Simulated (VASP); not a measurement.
A run of VASP 6.6.1 is set up as follows.

The input INCAR:

```
SYSTEM = Hf
  PREC = Accurate
  ENCUT = 520
  EDIFF = 1E-8
  ISMEAR = -1
  SIGMA = 0.08
  LREAL = .False.
  LASPH = .True.
  NELM = 80
  ALGO = Normal
  ISIF = 2
  LWAVE = .False.
  LCHARG = .False.
  GGA = PS
  LEFG = .True.
  NBANDS = 11
```

File KPOINTS:

```
Automatic mesh
0
Gamma
  16 16 16
  0 0 0
```

File POSCAR:

```
Hf
1.0
   -1.7989631656      1.7989631656      1.7989631656
    1.7989631656     -1.7989631656      1.7989631656
    1.7989631656      1.7989631656     -1.7989631656
Hf
1
Direct
    0.0000000000      0.0000000000      0.0000000000
```

Potentials or basis: VASP PAW PBE potentials, release 64 (Hf_pv).

Run with:

```bash
$ cat potpaw_PBE.64/Hf_pv/POTCAR > POTCAR
$ mpirun -np 1 vasp_std > vasp.out
```

**Question.** Estimate the pressure.

**Answer.** -8.4 GPa.

**Question.** Predict the band gap on the k mesh.

**Answer.** Zero (band 5 reaches 5.63 eV, above the bottom of band 6 at 3.43 eV).

Caveat: without QUAD_EFG the Cq values of the log hold for a quadrupole moment of 1 mb, not for the nuclei; the PAW data sets were made with another functional, which shifts forces and pressure a little; spin-orbit coupling is left out, which moves the levels of the heavy elements.
